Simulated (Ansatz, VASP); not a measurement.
## TiAl in VASP and in Ansatz

Contents of INCAR:

```
PREC = Accurate
ENCUT = 520
EDIFF = 1E-6
ISMEAR = 0
SIGMA = 0.15
LREAL = F
LASPH = T
NELM = 60
ALGO = Normal
ISIF = 2
LWAVE = F
LCHARG = F
GGA = CA
NBANDS = 14
```

Contents of KPOINTS:

```
regular mesh
0
Gamma
  16 16 16
```

Contents of POSCAR:

```
TiAl
1.0
    3.0273789996      0.0000000000      0.0000000000
    0.0000000000      3.0273789996      0.0000000000
    0.0000000000      0.0000000000      3.0273789996
Ti Al
1 1
Direct
    0.0000000000      0.0000000000      0.0000000000
    0.5000000000      0.5000000000      0.5000000000
```

Input for Ansatz:

```yaml
crystal:
  lattice:
    - [3.0273789996, 0.0, 0.0]
    - [0.0, 3.0273789996, 0.0]
    - [0.0, 0.0, 3.0273789996]
  atoms:
    - { symbol: Ti, position: [0.0, 0.0, 0.0] }
    - { symbol: Al, position: [0.5, 0.5, 0.5] }
basis:
  ecutwfc: 520.0
kpoints:
  mp_grid: { grid: [16, 16, 16] }
hamiltonian:
  xc: lda
  pseudopotentials: { kind: paw, azcp: { folder: soft_1 } }
scf:
  occupations: { method: gaussian, width: 0.15 }
output:
  forces: true
  stress: true
  eigenvalues: true
```

Alike in both runs: task single point; functional LDA; k mesh 16 × 16 × 16; occupations gaussian, width 0.15 eV; no spin polarisation.

|  | VASP | Ansatz |
| --- | --- | --- |
| version | VASP 6.6.1 | Ansatz 0.2.0 |
| potentials or method | VASP PAW LDA potentials, release 64 (Ti_sv, Al), cutoff 520 eV | scalar-relativistic, plane waves, PAW |
| valence electrons in the cell | 15 | 15 |

|  | VASP | Ansatz | Ansatz less VASP |
| --- | --- | --- | --- |
| gap on the k mesh at the Fermi level (eV) | none | none | - |
| pressure (GPa) | 14.5 | 14.3 | -0.16 |

Ansatz warns that its potentials were made for another functional, while VASP's fit it. LDA's correlation is that of Perdew and Zunger in VASP and of Perdew and Wang (1992) in Ansatz. A gap of «none» marks a metal or a gap that the smearing closes.
